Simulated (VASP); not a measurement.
# CuSi16 (a cell with a defect) in VASP: a series of runs

CuSi16 (a cell with a defect) is run at these levels: PBE; tasks: single point.

Program: VASP 6.6.1. These are calculated values, not measurements. Logs are shortened: lines on timing, memory, paths and dates and some standing lists are left out, and cuts for length are marked.

## (1) The cell of the first run

The cell holds a defect, 17 atoms: a = 7.679 Å, b = 7.679 Å, c = 7.679 Å, α = 60.00°, β = 60.00°, γ = 60.00°.

## (2) Single point, PBE

Contents of INCAR:

```
PREC = Accurate
ENCUT = 520
EDIFF = 1E-7
ISMEAR = -1
SIGMA = 0.02
LREAL = Auto
LASPH = True
NELM = 60
ALGO = Normal
ISIF = 2
LWAVE = False
LCHARG = False
GGA = PE
NELECT = 74.0
NBANDS = 52
```

Contents of KPOINTS:

```
regular mesh
0
Gamma
  2 2 2
```

Contents of POSCAR:

```
CuSi16
1.0
    0.0000000000      5.4300000000      5.4300000000
    5.4300000000      0.0000000000      5.4300000000
    5.4300000000      5.4300000000      0.0000000000
Si Cu
16 1
Direct
    0.0066332413      0.0113159300     -0.0199732044
    0.1232990792      0.1440364641      0.1146419890
    0.0079671271      0.0060113260      0.5037684162
    0.1691099448      0.1059609576      0.6106057090
   -0.0334502762      0.5158497238      0.0122594843
    0.1256276243      0.6181753223      0.1193607735
    0.0095070902      0.4769299263      0.5097816759
    0.1238933702      0.6146791897      0.6418675875
    0.4951221915      0.0094588398     -0.0008477901
    0.6343469613      0.1251858195      0.1157202578
    0.5406598527     -0.0121022099      0.4880180479
    0.6353361878      0.1269037753      0.6259455801
    0.4970398711      0.4985669429     -0.0031739411
    0.5948500921      0.6355856354      0.1342760589
    0.4953233886      0.5004720074      0.5079670350
    0.6369172192      0.6145555249      0.6237938306
    0.0301527624      0.8224363720      0.3233168508
```

Potentials or basis: VASP PAW PBE potentials, release 64 (Si, Cu).

On the command line:

```console
cat potpaw_PBE.64/Si/POTCAR potpaw_PBE.64/Cu/POTCAR > POTCAR
mpirun -np 1 vasp_std > vasp.out
```

OUTCAR:

```text
PREC = Accurate
   ENCUT = 520
   EDIFF = 1E-7
   ISMEAR = -1
   LREAL = Auto
   LASPH = True
   NELM = 60
   ISIF = 2
   GGA = PE
   NELECT = 74.0

 ion  position               nearest neighbor table
   1  0.007  0.011  0.980-   4 2.33  10 2.34  17 2.34   2 2.41   6 2.47
   2  0.123  0.144  0.115-   9 2.33   5 2.34   1 2.41  17 2.42   3 2.44
   3  0.008  0.006  0.504-   4 2.32  17 2.33  12 2.34   2 2.44   8 2.46
   4  0.169  0.106  0.611-   3 2.32  11 2.33   1 2.33   7 2.34
   5  0.967  0.516  0.012-   6 2.32  14 2.33   8 2.33   2 2.34
   6  0.126  0.618  0.119-   5 2.32  13 2.33  17 2.37   7 2.45   1 2.47
   7  0.010  0.477  0.510-  16 2.34   4 2.34  17 2.35   8 2.41   6 2.45
   8  0.124  0.615  0.642-  15 2.33   5 2.33  17 2.40   7 2.41   3 2.46
   9  0.495  0.009  0.999-  10 2.33   2 2.33  12 2.34  14 2.35
  10  0.634  0.125  0.116-   9 2.33   1 2.34  13 2.34  11 2.34
  11  0.541  0.988  0.488-   4 2.33  12 2.34  10 2.34  16 2.35
  12  0.635  0.127  0.626-   3 2.34  11 2.34   9 2.34  15 2.34
  13  0.497  0.499  0.997-   6 2.33  14 2.34  16 2.34  10 2.34
  14  0.595  0.636  0.134-   5 2.33  13 2.34  15 2.35   9 2.35
  15  0.495  0.500  0.508-   8 2.33  16 2.33  12 2.34  14 2.35
  16  0.637  0.615  0.624-  15 2.33   7 2.34  13 2.34  11 2.35
  17  0.030  0.822  0.323-   3 2.33   1 2.34   7 2.35   6 2.37   8 2.40   2 2.42

  LATTYP: Found a face centered cubic cell.
 ALAT       =    10.8600000000

  Lattice vectors:

 A1 = (   0.0000000000,   5.4300000000,   5.4300000000)
 A2 = (   5.4300000000,   0.0000000000,   5.4300000000)
 A3 = (   5.4300000000,   5.4300000000,   0.0000000000)

Analysis of symmetry for initial positions (statically):
=====================================================================
 Subroutine PRICEL returns:
 Original cell was already a primitive cell.

 Routine SETGRP: Setting up the symmetry group for a
 face centered cubic supercell.

 Subroutine GETGRP returns: Found  1 space group operations
 (whereof  1 operations were pure point group operations)
 out of a pool of 48 trial point group operations.

The static configuration has the point symmetry C_1 .

Analysis of symmetry for dynamics (positions and initial velocities):
=====================================================================
 Subroutine PRICEL returns:
 Original cell was already a primitive cell.

 Routine SETGRP: Setting up the symmetry group for a
 face centered cubic supercell.

 Subroutine GETGRP returns: Found  1 space group operations
 (whereof  1 operations were pure point group operations)
 out of a pool of 48 trial point group operations.

The dynamic configuration has the point symmetry C_1 .

 Subroutine INISYM returns: Found  1 space group operations
 (whereof  1 operations are pure point group operations),
 and found     1 'primitive' translations

----------------------------------------------------------------------------------------

                                     Primitive cell

  volume of cell :     320.2060

  direct lattice vectors                    reciprocal lattice vectors
     0.000000000  5.430000000  5.430000000    -0.092081031  0.092081031  0.092081031
     5.430000000  0.000000000  5.430000000     0.092081031 -0.092081031  0.092081031
     5.430000000  5.430000000  0.000000000     0.092081031  0.092081031 -0.092081031

  length of vectors
     7.679179644  7.679179644  7.679179644     0.159489025  0.159489025  0.159489025

  position of ions in fractional coordinates (direct lattice)
     0.006633241  0.011315930  0.980026796
     0.123299079  0.144036464  0.114641989
     0.007967127  0.006011326  0.503768416
     0.169109945  0.105960958  0.610605709
     0.966549724  0.515849724  0.012259484
     0.125627624  0.618175322  0.119360773
[... 9 lines left out ...]
     0.636917219  0.614555525  0.623793831
     0.030152762  0.822436372  0.323316851

  ion indices of the primitive-cell ions
   primitive index   ion index
                 1           1
                 2           2
                 3           3
                 4           4
                 5           5
                 6           6
[... 9 lines left out ...]
                16          16
                17          17

----------------------------------------------------------------------------------------

 KPOINTS: regular mesh

Automatic generation of k-mesh.
 Grid dimensions read from file:
 generate k-points for:    2    2    2

 Generating k-lattice:

  Cartesian coordinates                     Fractional coordinates (reciprocal lattice)
    -0.046040516  0.046040516  0.046040516     0.500000000  0.000000000  0.000000000
     0.046040516 -0.046040516  0.046040516     0.000000000  0.500000000  0.000000000
     0.046040516  0.046040516 -0.046040516     0.000000000  0.000000000  0.500000000

  Length of vectors
     0.079744512  0.079744512  0.079744512

  Shift w.r.t. Gamma in fractional coordinates (k-lattice)
     0.000000000  0.000000000  0.000000000

 Subroutine IBZKPT returns following result:
 ===========================================

 Found      8 irreducible k-points:

 Following reciprocal coordinates:
            Coordinates               Weight
  0.000000  0.000000  0.000000      1.000000
  0.500000  0.000000  0.000000      1.000000
  0.000000  0.500000  0.000000      1.000000
  0.000000  0.000000  0.500000      1.000000
  0.500000  0.500000  0.500000      1.000000
  0.500000  0.500000  0.000000      1.000000
  0.000000  0.500000  0.500000      1.000000
  0.500000  0.000000  0.500000      1.000000
   k-points           NKPTS =      8   k-points in BZ     NKDIM =      8   number of bands    NBANDS=     52
   number of dos      NEDOS =    301   number of ions     NIONS =     17
   total plane-waves  NPLWV = 216000
   dimension x,y,z NGX =    60 NGY =   60 NGZ =   60
   dimension x,y,z NGXF=   120 NGYF=  120 NGZF=  120
   ions per type =              16   1
   NGX,Y,Z   is equivalent  to a cutoff of  12.99, 12.99, 12.99 a.u.
   NGXF,Y,Z  is equivalent  to a cutoff of  25.98, 25.98, 25.98 a.u.
 SYSTEM =  unknown system
   PREC   = accura    normal or accurate (medium, high low for compatibility)
   ISTART =      0    job   : 0-new  1-cont  2-samecut
   ICHARG =      2    charge: 1-file 2-atom 10-const
   ISPIN  =      1    spin polarized calculation?
   LNONCOLLINEAR =      F non collinear calculations
   LSORBIT =      F    spin-orbit coupling
   LASPH  =      T    aspherical Exc in radial PAW
   ENCUT  =  520.0 eV  38.22 Ry    6.18 a.u.  14.28 14.28 14.28*2*pi/ulx,y,z
   NELM   =     60;   NELMIN=  2; NELMDL= -5     # of ELM steps
   EDIFF  = 0.1E-06   stopping-criterion for ELM
   LREAL  =      T    real-space projection
   EDIFFG = 0.1E-05   stopping-criterion for IOM
   NSW    =      0    number of steps for IOM
   IBRION =     -1    ionic relax: 0-MD 1-quasi-New 2-CG
   NFREE  =      0    steps in history (QN), initial steepest desc. (CG)
   ISIF   =      2    stress and relaxation
   ISYM   =      2    0-nonsym 1-usesym 2-fastsym
   POTIM  = 0.5000    time-step for ionic-motion
   TEBEG  =    0.0;   TEEND  =   0.0 temperature during run
   PSTRESS=    0.0 pullay stress
   NELECT =      74.0000    total number of electrons
   NUPDOWN=      -1.0000    fix difference up-down
   EMIN   =  10.00;   EMAX   =-10.00  energy-range for DOS
   EFERMI =   0.00;   METHOD = LEGACY
   ISMEAR =    -1;   SIGMA  =   0.02  broadening in eV -4-tet -1-fermi 0-gaus
   EFERMI_NEDOS =   21; number of points for ismear=-14 and -15
   IALGO  =     38    algorithm
   IMIX   =      4    mixing-type and parameters
     AMIX     =   0.40;   BMIX     =  1.00
     AMIX_MAG =   1.60;   BMIX_MAG =  1.00
  volume/ion in A,a.u.               =      18.84       127.11
  Fermi-wavevector in a.u.,A,eV,Ry     =   1.004636  1.898488 13.732283  1.009294
  Thomas-Fermi vector in A             =   2.137265
   LORBIT       =      0    0 simple, 1 ext, 2 COOP (PROOUT), +10 PAW based schemes
   GGA     = PE    functional components
   LHFCALC =     F    Hartree Fock is set to
   AEXX    =    0.0000 exact exchange contribution
   IVDW    =     0    specifies the selected vdW correction
   LEPSILON=     F    determine dielectric tensor
   LRPA    =     F    only Hartree local field effects (RPA)
 non-spin polarized calculation
  energy-cutoff  :      520.00
  volume of cell :      320.21
 maximum number of plane-waves:      8646
 NGX is ok and might be reduce to    60
   NGX = 29   NGY = 29   NGZ = 29

 number of electron      74.0000003 magnetization

 Free energy of the ion-electron system (eV)
  ---------------------------------------------------
  ext. energy  EPLUGINS =         0.00000000
  ---------------------------------------------------
  free energy    TOTEN  =       -94.18444926 eV

  energy without entropy =      -94.18305511  energy(sigma->0) =      -94.18375218

 E-fermi :   6.4355     XC(G=0):  -9.6144

 val. band max:        6.3661134194   @ k =   0.0000   0.0000   0.0000
 cond. band min:       6.5065272069   @ k =   0.0000   0.0000   0.0000
 fundamental gap:      0.1404137875
 Fermi energy:         6.4355454289

 k-point     1 :       0.0000    0.0000    0.0000
  band No.  band energies     occupation
      1      -5.8950      2.00000
      2      -3.5469      2.00000
      3      -3.5060      2.00000
      4      -3.4834      2.00000
      5      -3.4685      2.00000
      6      -1.9527      2.00000
[... 41 lines left out ...]
     48       8.4264      0.00000
     49       8.5141      0.00000

 k-point     2 :       0.5000    0.0000    0.0000
  band No.  band energies     occupation
      1      -5.2702      2.00000
      2      -4.8908      2.00000
      3      -3.2126      2.00000
      4      -3.1840      2.00000
      5      -3.1738      2.00000
      6      -3.1055      2.00000
[... 41 lines left out ...]
     48       9.7374      0.00000
     49       9.8416      0.00000

 k-point     3 :       0.0000    0.5000    0.0000
  band No.  band energies     occupation
      1      -5.1754      2.00000
      2      -4.9940      2.00000
      3      -3.3187      2.00000
      4      -3.2091      2.00000
      5      -3.1204      2.00000
      6      -3.0726      2.00000
[... 41 lines left out ...]
     48       9.8528      0.00000
     49       9.9106      0.00000

 k-point     4 :       0.0000    0.0000    0.5000
  band No.  band energies     occupation
      1      -5.1767      2.00000
      2      -4.9900      2.00000
      3      -3.3201      2.00000
      4      -3.2188      2.00000
      5      -3.1215      2.00000
      6      -3.0764      2.00000
[... 41 lines left out ...]
     48       9.8732      0.00000
     49       9.9205      0.00000

 k-point     5 :       0.5000    0.5000    0.5000
  band No.  band energies     occupation
      1      -5.1813      2.00000
      2      -4.9792      2.00000
      3      -3.3181      2.00000
      4      -3.2362      2.00000
      5      -3.1245      2.00000
      6      -3.0832      2.00000
[... 41 lines left out ...]
     48       9.8835      0.00000
     49       9.9226      0.00000

 k-point     6 :       0.5000    0.5000    0.0000
  band No.  band energies     occupation
      1      -4.9265      2.00000
      2      -4.7160      2.00000
      3      -3.9028      2.00000
      4      -3.7675      2.00000
      5      -3.7483      2.00000
      6      -3.7344      2.00000
[... 41 lines left out ...]
     48      10.4276      0.00000
     49      10.4543      0.00000

 k-point     7 :       0.0000    0.5000    0.5000
  band No.  band energies     occupation
      1      -4.9359      2.00000
      2      -4.7034      2.00000
      3      -3.9016      2.00000
      4      -3.7726      2.00000
      5      -3.7497      2.00000
      6      -3.7347      2.00000
[... 41 lines left out ...]
     48      10.4079      0.00000
     49      10.4750      0.00000

 k-point     8 :       0.5000    0.0000    0.5000
  band No.  band energies     occupation
      1      -4.9258      2.00000
      2      -4.7163      2.00000
      3      -3.9072      2.00000
      4      -3.7647      2.00000
      5      -3.7467      2.00000
      6      -3.7356      2.00000
[... 41 lines left out ...]
     48      10.4445      0.00000
     49      10.4484      0.00000
 [bands above 49 left out]

------------------------ aborting loop because EDIFF is reached ----------------------------------------

  FORCE on cell =-STRESS in cart. coord.  units (eV):
  Direction    XX          YY          ZZ          XY          YZ          ZX
  --------------------------------------------------------------------------------------
  -------------------------------------------------------------------------------------
  Total       -0.6321302     -1.1955674     -1.3758799      0.3575393      0.8615141      0.0794012
  in kB       -3.1629161     -5.9821207     -6.8843292      1.7889775      4.3106572      0.3972905
  external PRESSURE =      -5.3431220 kB  Pullay stress =       0.0000000 kB

 VOLUME and BASIS-vectors are now :
 -----------------------------------------------------------------------------
  energy-cutoff  :      520.00
  volume of cell :      320.21
      direct lattice vectors                 reciprocal lattice vectors
     0.000000000  5.430000000  5.430000000    -0.092081031  0.092081031  0.092081031
     5.430000000  0.000000000  5.430000000     0.092081031 -0.092081031  0.092081031
     5.430000000  5.430000000  0.000000000     0.092081031  0.092081031 -0.092081031

 POSITION                                       TOTAL-FORCE (eV/Angst)
 -----------------------------------------------------------------------------------
      5.38299      5.35756      0.09746        -0.035737      0.007875     -0.024170
      1.40462      1.29202      1.45163         0.014103     -0.003126      0.029705
      2.76810      2.77872      0.07590         0.006853     -0.006861     -0.000982
      3.89096      4.23386      1.49364         0.012915     -0.021217      0.006578
      2.86763      5.31493      8.04943        -0.017460      0.032412     -0.002308
      4.00482      1.33029      4.03885         0.005667     -0.004445      0.006135
[... 9 lines left out ...]
      6.72424      6.84566      6.79550         0.004572      0.019879      0.011235
      6.22144      1.91934      4.62956         0.086323     -0.057824     -0.048045
 -----------------------------------------------------------------------------------
    total drift:                               -0.001766     -0.002580     -0.000665

  FREE ENERGIE OF THE ION-ELECTRON SYSTEM (eV)
  ---------------------------------------------------
  free  energy   TOTEN  =       -94.1844492619 eV

  energy  without entropy=      -94.1830551063  energy(sigma->0) =      -94.18375218
```

Wall time 3.8 min (1 thread of Intel Xeon 6975P-C (Granite Rapids), shared host); peak memory 0.5 GiB.

What came out:

```
Free energy   : -94.1844 eV
Largest force : 0.114 eV/Å
```

Forces in eV/Å, atoms in the order of the input:
```
Si  -0.036  0.008 -0.024
Si   0.014 -0.003  0.030
Si   0.007 -0.007 -0.001
Si   0.013 -0.021  0.007
Si  -0.017  0.032 -0.002
Si   0.006 -0.004  0.006
Si  -0.023 -0.016 -0.005
Si   0.009  0.023 -0.008
Si  -0.016 -0.018 -0.013
Si  -0.005 -0.002  0.027
Si  -0.028  0.008 -0.009
Si   0.012  0.027  0.026
Si  -0.006 -0.002  0.000
Si  -0.001  0.016  0.015
Si  -0.020 -0.002 -0.011
Si   0.005  0.020  0.011
Cu   0.086 -0.058 -0.048
```

Caveat: the k points lie up to 0.50 Å⁻¹ apart; the cell carries a net charge on a neutralising background, which shifts energy and pressure; the cell is charged against a uniform background, so pressure and absolute levels hang on convention.

## (3) Single point, PBE

Contents of INCAR:

```
SYSTEM = CuSi16
  PREC = Accurate
  ENCUT = 520
  EDIFF = 1E-6
  ISMEAR = -1
  SIGMA = 0.02
  LREAL = Auto
  LASPH = .True.
  NELM = 80
  ALGO = Normal
  ISIF = 2
  LWAVE = .False.
  LCHARG = .False.
  GGA = PE
  NBANDS = 52
  NELECT = 74.0
```

Contents of KPOINTS:

```
regular mesh
0
Gamma
  2 2 2
  0 0 0
```

Contents of POSCAR:

```
CuSi16
1.0
    0.0000000000      5.4300000000      5.4300000000
    5.4300000000      0.0000000000      5.4300000000
    5.4300000000      5.4300000000      0.0000000000
Si Cu
16 1
Direct
    0.0065217311      0.0104904236     -0.0176845304
    0.1211547882      0.1474706262      0.1155420810
    0.0047112339      0.0070281768      0.5047872928
    0.1637230203      0.1093867403      0.6121230203
   -0.0385327808      0.5184637201      0.0137495396
    0.1225383057      0.6183500921      0.1207082873
    0.0070633517      0.4807944751      0.5098160221
    0.1233466851      0.6150181400      0.6441662063
    0.4936651013      0.0106656538      0.0005674954
    0.6351005525      0.1250779006      0.1164729282
    0.5353810313     -0.0102519337      0.4900224678
    0.6331226519      0.1267316759      0.6276359116
    0.4949031308      0.4985224678     -0.0013773481
    0.5896513812      0.6374009208      0.1370521179
    0.4956190608      0.5000888582      0.5094698895
    0.6353768877      0.6159019337      0.6256279006
    0.1009531308      0.8015365562      0.3003361878
```

Potentials or basis: VASP PAW PBE potentials, release 64 (Si, Cu).

On the command line:

```console
cat potpaw_PBE.64/Si/POTCAR potpaw_PBE.64/Cu/POTCAR > POTCAR
mpirun -np 1 vasp_std > vasp.out
```

It took 3.1 min on 1 thread of Intel Xeon 6975P-C (Granite Rapids), shared host; peak memory 0.49 GiB.

The run converged. Its results:

```
Free energy   : -94.1856 eV
Largest force : 0.112 eV/Å
```

Forces on the atoms (eV/Å):
```
Si  -0.004  0.008 -0.005
Si   0.004 -0.023  0.011
Si   0.012  0.004 -0.011
Si   0.009 -0.022 -0.008
Si   0.003  0.005 -0.009
Si  -0.005 -0.026 -0.006
Si   0.005  0.004 -0.001
Si   0.009  0.002 -0.014
Si   0.002 -0.001 -0.003
Si   0.000 -0.003  0.000
Si   0.008 -0.010 -0.013
Si   0.002 -0.001  0.000
Si   0.004 -0.001 -0.006
Si   0.001 -0.006 -0.002
Si   0.000  0.002 -0.006
Si   0.001 -0.001 -0.001
Cu  -0.050  0.069  0.073
```

Levels at points of the mesh, in eV from the Fermi level:
| k point | band 33 | band 34 | band 35 | band 36 | band 37 | band 38 | band 39 | band 40 | band 41 | band 42 |
| --- | --- | --- | --- | --- | --- | --- | --- | --- | --- | --- |
| (0.00, 0.00, 0.00) | -1.19 | -1.14 | -0.55 | -0.20 | -0.06 | 0.06 | 0.12 | 0.53 | 0.56 | 0.72 |
| (0.50, 0.00, 0.00) | -2.19 | -0.95 | -0.94 | -0.62 | -0.48 | 0.54 | 0.96 | 1.40 | 1.42 | 1.55 |
| (0.00, 0.50, 0.00) | -2.04 | -1.07 | -1.01 | -0.94 | -0.78 | 0.61 | 1.02 | 1.08 | 1.26 | 1.37 |
| (0.00, 0.00, 0.50) | -2.03 | -1.09 | -0.99 | -0.94 | -0.76 | 0.62 | 1.03 | 1.09 | 1.26 | 1.38 |
| (0.50, 0.50, 0.50) | -2.03 | -1.08 | -0.98 | -0.94 | -0.73 | 0.63 | 1.03 | 1.10 | 1.28 | 1.39 |
| (0.50, 0.50, 0.00) | -1.83 | -1.66 | -1.51 | -1.47 | -1.21 | 0.68 | 0.83 | 1.86 | 2.04 | 2.18 |
| (0.00, 0.50, 0.50) | -1.86 | -1.65 | -1.53 | -1.49 | -1.15 | 0.68 | 0.82 | 1.85 | 2.05 | 2.18 |
| (0.50, 0.00, 0.50) | -1.85 | -1.65 | -1.52 | -1.47 | -1.19 | 0.68 | 0.83 | 1.86 | 2.04 | 2.18 |

Caveat: the k points lie up to 0.50 Å⁻¹ apart; the cell carries a net charge on a neutralising background, which shifts energy and pressure; the cell is charged against a uniform background, so pressure and absolute levels hang on convention.

(Continued in part 2 of 2.)
